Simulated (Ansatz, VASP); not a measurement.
# HfN: VASP beside Ansatz

```xyz
2
Lattice="0.0000 2.4383 2.4383 2.4383 0.0000 2.4383 2.4383 2.4383 0.0000" Properties=species:S:1:pos:R:3 pbc="T T T"
Hf    0.0000    0.0000    0.0000
N     1.2192    1.2192    1.2192
```

Alike in both runs: task single point; functional HSE06; k mesh 6 × 6 × 6; occupations fermi-dirac, width 0.05 eV; no spin polarisation.

|  | VASP | Ansatz |
| --- | --- | --- |
| version | VASP 6.6.1 | Ansatz 0.2.0 |
| potentials or method | VASP PAW PBE potentials, release 64 (Hf_pv, N) | Ansatz PAW |
| plane-wave cutoff (eV) | 520 | 420 |
| valence electrons in the cell | 15 | 31 |

```tsv
	VASP	Ansatz	Ansatz less VASP
gap on the k mesh at the Fermi level (eV)	none	none	-
pressure (GPa)	-0.6	2.1	+2.69
```

A gap of «none» marks a metal or a gap that the smearing closes. VASP's potentials hold 15 valence electrons a cell and Ansatz's 31, so a difference there can come from the potentials and not from the codes.

The k mesh is coarse, so the values compare programs but aren't converged. Neither program's run includes spin-orbit coupling.
